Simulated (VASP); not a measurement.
The system is MgO.

```
Mg O
1.0
     0.00000    2.12450    2.12450
     2.12450    0.00000    2.12450
     2.12450    2.12450    0.00000
Mg O
1 1
Direct
  0.00000 0.00000 0.00000
  0.50000 0.50000 0.50000
```

| Quantity | Value |
| --- | --- |
| Program | VASP 6.6.1 |
| Task | relaxation of cell and atoms |
| Functional | LDA |
| Potentials or basis | VASP PAW LDA potentials, release 64 (Mg_sv, O) |
| Cutoff | 750 eV |
| k mesh | 8 × 8 × 8 |
| Occupations | gaussian, width 0.1 eV |
| Spin | no spin polarisation |

At the start: pressure -9.7 GPa; volume 9.59 Å³/atom.

Where does the relaxation end?

Over 3 steps the energy falls by 18.6 meV/atom and the volume is 9.01 Å³/atom (-6.1 %); space group Fm-3m (No. 225, to 0.1 Å) before and after.

Step by step:
```csv
step,energy change (eV),largest force (eV/Å),pressure (GPa),volume (Å³)
1,0.0000,0.0000,-9.74,19.18
2,-0.0317,0.0000,4.32,17.60
3,-0.0372,0.0000,0.03,18.02
```

Final structure:
```xyz
2
Lattice="0.0000 2.0807 2.0807 2.0807 0.0000 2.0807 2.0807 2.0807 0.0000" Properties=species:S:1:pos:R:3 pbc="T T T"
Mg    0.0000    0.0000    0.0000
O     2.0807    2.0807    2.0807
```
